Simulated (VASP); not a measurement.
Write the native input for VASP 6.6.1 that does the following.

- Task: single point
- Functional: PBEsol
- Potentials or basis: VASP PAW PBE potentials, release 64 (C_h)
- Cutoff: 910 eV
- k mesh: 9 × 9 × 6
- Occupations: gaussian, width 0.02 eV
- Spin: no spin polarisation
- Dipole correction: no
- Second run: hard_potentials
- Further INCAR settings: ALGO = Normal; EDIFF = 1e-06; NBANDS = 16

The structure of C lies in POSCAR:

```
C
1.0
    2.4995760109      0.0000000000      0.0000000000
   -1.2497880055      2.1646963241      0.0000000000
    0.0000000000      0.0000000000      4.1189829197
C
4
Direct
    0.3333333333      0.6666666667     -0.0002589785
    0.6666666667      0.3333333333      0.4997410215
    0.3333333333      0.6666666667      0.3742589785
    0.6666666667      0.3333333333      0.8742589785
```

This cell differs from its parent crystal: strained cell.

The input as run:

INCAR

```
PREC = Accurate
ENCUT = 910
EDIFF = 1E-6
ISMEAR = 0
SIGMA = 0.02
LREAL = F
LASPH = T
NELM = 120
ALGO = Normal
ISIF = 2
LWAVE = F
LCHARG = T
GGA = PS
LELF = T
LVHAR = T
NBANDS = 16
GGA_COMPAT = F
```

KPOINTS

```
Automatic mesh
0
Gamma
  9 9 6
```

Potentials or basis: VASP PAW PBE potentials, release 64 (C_h).

Run with:

```console
$ cat potpaw_PBE.64/C_h/POTCAR > POTCAR
$ mpirun -np 1 vasp_std > vasp.out
```

Results of the run:

```
Pressure               : 4.5 GPa
Band gap on the k mesh : 3.03 eV, indirect (least direct gap 4.81 eV)
```

Caveat: the cell differs from its parent crystal (strained cell); the cutoff is under 1.25 times the usual one of these potentials, so pressure, stress and relaxed cells hold a basis-set (Pulay) error; the PAW data sets were made with another functional, which shifts forces and pressure a little.

Run time: 33 s on 1 thread of Intel(R) Xeon(R) Platinum 8259CL CPU @ 2.50GHz (Skylake/Cascade Lake), with other jobs on the host, peak memory 0.17 GiB.
